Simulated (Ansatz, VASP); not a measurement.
## One calculation of AgB2, two programs

```
Ag B
1.0
     3.02680    0.00000    0.00000
    -1.51340    2.62129    0.00000
     0.00000    0.00000    4.06392
Ag B
1 2
Cartesian
  0.0000 0.0000 0.0000
  0.0000 1.7475 2.0320
  1.5134 0.8738 2.0320
```

Alike in both runs: task single point; functional BLYP; k mesh 10 × 10 × 7; no spin polarisation.

|  | VASP | Ansatz |
| --- | --- | --- |
| version | VASP 6.6.1 | Ansatz 0.2.0 |
| potentials or method | VASP PAW PBE potentials, release 64 (Ag, B) | plane waves, PAW |
| plane-wave cutoff (eV) | 520 | 420 |
| occupations | methfessel-paxton of order 1, width 0.1 eV | cold |
| valence electrons in the cell | 17 | 25 |

|  | VASP | Ansatz | Ansatz less VASP |
| --- | --- | --- | --- |
| pressure (GPa) | 6.0 | 6.0 | -0.03 |
| traceless stress, the component that is largest in VASP (GPa) | 4.91 | 4.89 | -0.026 |

VASP's potentials were made for PBE, not for BLYP. VASP's potentials hold 17 valence electrons a cell and Ansatz's 25, so a difference there can come from the potentials and not from the codes.
